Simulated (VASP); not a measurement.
# Si8NO16 (a cell with a defect) in VASP: a series of runs, part 2 of 2

VASP 6.6.1. Earlier steps stand in the parts before.

### Step 3. Single point, PBE, collinear spin

Contents of INCAR:

```
PREC = Accurate
ENCUT = 520
EDIFF = 1E-6
ISMEAR = 0
SIGMA = 0.02
LREAL = Auto
LASPH = T
NELM = 150
ALGO = Normal
ISIF = 2
LWAVE = F
LCHARG = T
ISPIN = 2
MAGMOM = 0 0 0 0 0 0 0 0 0 0 0 0 0 0 0.15 0 0 0 0 0 0 0 0 0 0.28
LORBIT = 11
GGA = PE
LELF = T
LVHAR = T
NBANDS = 88
```

Contents of KPOINTS:

```
regular mesh
0
Gamma
  2 2 3
```

Contents of POSCAR:

```
Si8NO16
1.0
   -4.1790000000     -4.1790000000      0.0000000000
    4.1790000000     -4.1790000000      0.0000000000
    0.0000000000      0.0000000000      5.3298000000
Si O N
8 16 1
Direct
    0.5009175640      0.5124818138     -0.0069081391
    0.0092349844      0.4947324719      0.2371126496
    0.4788067720      0.4945155540      0.4769927577
    0.0056037330      0.4971196458      0.7461253706
    0.0073322565     -0.0010106485     -0.0020027018
    0.5040270400      0.0045898540      0.2463996773
    0.0058529553      0.0015768126      0.4984808060
    0.4977879876      0.0201098349      0.7534367143
    0.1958236420      0.4928703039     -0.0044056062
    0.0080544389      0.1893975832      0.2432519044
    0.8079644652      0.5023841828     -0.0055803220
    0.0009796602      0.8015546782      0.2502067620
    0.2012170376      0.5028312994      0.4933648542
    0.0093827471      0.1922796123      0.7506011483
    0.8393877722      0.4476655899      0.4832577207
    0.0237133285      0.8066389088      0.7492768959
    0.7002234984      0.0073996171     -0.0039414237
    0.4880185451      0.7032973199      0.2345375061
    0.3074432879      0.0264660206      0.0059606364
    0.5063304618      0.3128195741      0.2381033059
    0.6963461354      0.0209118210      0.4981173778
    0.4530082556      0.7293049773      0.7871944538
    0.3106675042      0.0128835846      0.4952534804
    0.4987976789      0.3196490787      0.7446159331
    0.6827404882      0.6584820531      0.6026334947
```

Potentials or basis: VASP PAW PBE potentials, release 64 (Si, O, N).

Launch:

```bash
$ cat potpaw_PBE.64/Si/POTCAR potpaw_PBE.64/O/POTCAR potpaw_PBE.64/N/POTCAR > POTCAR
$ mpirun -np 1 vasp_std > vasp.out
```

It took 3.4 min on 1 thread of Intel Xeon 6975P-C (Granite Rapids), shared host; peak memory 0.44 GiB.

The run converged. Its results:

| Property | Result |
| --- | --- |
| Free energy | -182.6192 eV |
| Pressure | 29.4 GPa |
| Largest force | 0.088 eV/Å |
| Band gap on the k mesh | 1.26 eV |
| Net moment | 1.00 μB per cell |
| Site moments | Si +0.00, +0.01, -0.01, -0.00; O +0.00, +0.01, +0.02, +0.04, -0.00, +0.03, +0.06; N +0.52 μB |
| Valence electrons inside the program's atomic spheres | Si 1.50, 1.52, 1.64, 1.46, 1.49, 1.48; O 5.29, 5.27, 5.24, 5.22, 5.31, 5.26, 5.28, 5.21, 5.25; N 3.68 |

Forces in eV/Å, atoms in the order of the input:
```
Si  -0.042 -0.020 -0.016
Si  -0.010 -0.003 -0.006
Si  -0.032 -0.051  0.064
Si  -0.013 -0.013 -0.011
Si   0.003  0.010 -0.007
Si   0.004 -0.022 -0.007
Si   0.015  0.003 -0.004
Si  -0.004 -0.023 -0.012
O   -0.012 -0.016 -0.009
O    0.019 -0.011  0.011
O    0.027  0.028 -0.004
O   -0.011  0.012  0.004
O    0.047  0.053 -0.008
O    0.021 -0.004  0.001
O    0.050  0.009  0.027
O   -0.012  0.030 -0.005
O   -0.017 -0.007  0.000
O    0.024 -0.022  0.010
O   -0.004  0.015  0.005
O   -0.020  0.034 -0.013
O   -0.018 -0.002  0.002
O    0.036  0.014 -0.020
O    0.002 -0.004  0.001
O   -0.019  0.023 -0.002
N   -0.035 -0.035 -0.002
```

Stress tensor (GPa, compression positive):
```
31.85  4.86  3.98
 4.86 25.28 -1.33
 3.98 -1.33 31.18
```

Levels at points of the mesh, in eV from the valence-band top:
Spin up:
```
           k point  band 64  band 65  band 66  band 67  band 68  band 69  band 70  band 71
(0.00, 0.00, 0.00)    -1.52    -1.18    -0.99    -0.29     4.36     4.91     6.00     6.27
(0.50, 0.00, 0.00)    -1.81    -1.13    -0.83    -0.17     4.37     5.80     6.02     6.82
(0.00, 0.50, 0.00)    -1.82    -1.30    -1.00    -0.02     4.37     5.94     6.38     6.66
(0.50, 0.50, 0.00)    -1.85    -1.51    -0.60    -0.14     4.36     6.67     6.81     6.92
```
Spin down:
```
           k point  band 63  band 64  band 65  band 66  band 67  band 68  band 69  band 70
(0.00, 0.00, 0.00)    -1.76    -1.24    -1.01    -0.85     1.26     4.72     4.96     6.02
(0.50, 0.00, 0.00)    -2.08    -1.75    -0.84    -0.60     1.33     4.76     5.82     6.04
(0.00, 0.50, 0.00)    -1.86    -1.75    -0.97    -0.72     1.43     4.77     5.95     6.41
(0.50, 0.50, 0.00)    -2.03    -1.79    -1.25    -0.33     1.40     4.75     6.69     6.83
```

Caveat: the k points lie up to 0.53 Å⁻¹ apart.

### Step 4. Single point, PBE, collinear spin, ferromagnetic start

Contents of INCAR:

```
SYSTEM = Si8NO16
ALGO = Normal
EDIFF = 1E-6
ENCUT = 520
GGA = PE
ISIF = 2
ISMEAR = 0
ISPIN = 2
LASPH = .TRUE.
LCHARG = .FALSE.
LORBIT = 11
LREAL = Auto
LWAVE = .FALSE.
MAGMOM = 0 0 0 0 0 0 0 0 0 0 0 0 0 0 0 0 0 0 0 0 0 0 0 0 1
NBANDS = 88
NELM = 150
PREC = Accurate
SIGMA = 0.02
```

Contents of KPOINTS:

```
k-points
0
G
  2 2 3
  0 0 0
```

Contents of POSCAR:

```
Si8NO16
1.0
   -4.1790000000     -4.1790000000      0.0000000000
    4.1790000000     -4.1790000000      0.0000000000
    0.0000000000      0.0000000000      5.3298000000
Si O N
8 16 1
Direct
    0.5041331403      0.5135512804      0.0049285615
    0.0223810656      0.5032748784      0.2263943334
    0.4656387116      0.5252156475      0.5114939922
   -0.0045557367      0.5211040065      0.7546013679
    0.0071174142      0.0085833169     -0.0078205528
    0.4981004392      0.0174155474      0.2486414437
    0.0058173412      0.0118748577      0.4921921109
    0.5013106194      0.0143076969      0.7513869496
    0.1976078429      0.5162439079     -0.0132601272
    0.0403154303      0.1881316549      0.2299010181
    0.8062566658      0.5139534694     -0.0041230709
   -0.0027574887      0.8061785712      0.2479127458
    0.1788421563      0.5189874194      0.5000624402
    0.0020221135      0.2103097747      0.7427166937
    0.8135643692      0.3968035210      0.3892908556
    0.0042364069      0.8228727965      0.7482241571
    0.6981312941      0.0201011983      0.0017969311
    0.4927568315      0.7091439127      0.2511645140
    0.3100512674      0.0086809139     -0.0040526445
    0.4681133622      0.3221268736      0.2516798039
    0.6964449823      0.0120709348      0.4973102569
    0.4781605097      0.7150770478      0.7651309283
    0.3084935834      0.0077073850      0.5013046590
    0.4864942421      0.3181057913      0.7538253940
    0.7578986362      0.5451908957      0.5568765383
```

Launch:

```bash
$ cat potpaw_PBE.64/Si/POTCAR potpaw_PBE.64/O/POTCAR potpaw_PBE.64/N/POTCAR > POTCAR
$ mpirun -np 1 vasp_std > vasp.out
```

Wall time 6.2 min (1 thread of Intel Xeon Platinum 8488C (Sapphire Rapids), shared host); peak memory 0.44 GiB.

The run converged. Its results:

```
Free energy                                           : -184.1663 eV
Pressure                                              : 29.8 GPa
Largest force                                         : 0.331 eV/Å
Band gap on the k mesh                                : 0.72 eV
Net moment                                            : 1.00 μB per cell
Site moments                                          : Si -0.00, +0.01, -0.01, +0.00; O +0.00, +0.01, +0.04, -0.00, +0.20, +0.02; N +0.44 μB
Valence electrons inside the program's atomic spheres : Si 1.48, 1.58, 1.55, 1.51, 1.46, 1.45; O 5.32, 5.29, 5.27, 5.22, 5.31, 5.28, 5.24, 5.23, 5.26; N 3.94
```

Forces in eV/Å, atoms in the order of the input:
```
Si  -0.003  0.003 -0.024
Si  -0.006  0.000 -0.007
Si  -0.044 -0.023  0.001
Si   0.028  0.018 -0.034
Si   0.000  0.012 -0.003
Si   0.002 -0.014  0.007
Si   0.034  0.001 -0.003
Si  -0.021 -0.017 -0.014
O   -0.022 -0.027 -0.012
O    0.038 -0.028  0.041
O    0.028  0.034  0.013
O   -0.023  0.009 -0.019
O   -0.014 -0.010  0.014
O    0.005 -0.014  0.001
O   -0.208  0.110 -0.226
O   -0.020  0.012 -0.003
O   -0.022 -0.015 -0.004
O    0.014 -0.006  0.007
O    0.010  0.016  0.005
O    0.005  0.001  0.019
O   -0.011 -0.013 -0.002
O    0.018 -0.003 -0.007
O    0.008  0.009  0.002
O   -0.004  0.006 -0.001
N    0.209 -0.062  0.248
```

Stress tensor (GPa, compression positive):
```
31.58  7.48  9.57
 7.48 21.70  0.43
 9.57  0.43 36.16
```

Levels at points of the mesh, in eV from the valence-band top:
Spin up:
```
           k point  band 65  band 66  band 67  band 68  band 69  band 70
(0.00, 0.00, 0.00)    -1.06    -1.02    -0.57     4.92     6.07     6.11
(0.50, 0.00, 0.00)    -1.56    -0.69    -0.63     6.05     6.24     6.78
(0.00, 0.50, 0.00)    -1.35    -0.70    -0.50     5.90     5.96     6.82
(0.50, 0.50, 0.00)    -1.64    -0.90    -0.41     6.77     6.83     7.02
```
Spin down:
| k point | band 63 | band 64 | band 65 | band 66 | band 67 | band 68 | band 69 | band 70 |
| --- | --- | --- | --- | --- | --- | --- | --- | --- |
| (0.00, 0.00, 0.00) | -1.78 | -1.57 | -0.94 | -0.83 | 0.75 | 4.94 | 6.10 | 6.13 |
| (0.50, 0.00, 0.00) | -1.98 | -1.85 | -1.51 | -0.50 | 0.72 | 6.05 | 6.28 | 6.80 |
| (0.00, 0.50, 0.00) | -2.15 | -1.86 | -1.28 | -0.55 | 0.88 | 5.92 | 5.99 | 6.84 |
| (0.50, 0.50, 0.00) | -2.03 | -1.63 | -1.55 | -0.69 | 0.93 | 6.79 | 6.86 | 7.03 |

Caveat: the k points lie up to 0.53 Å⁻¹ apart.
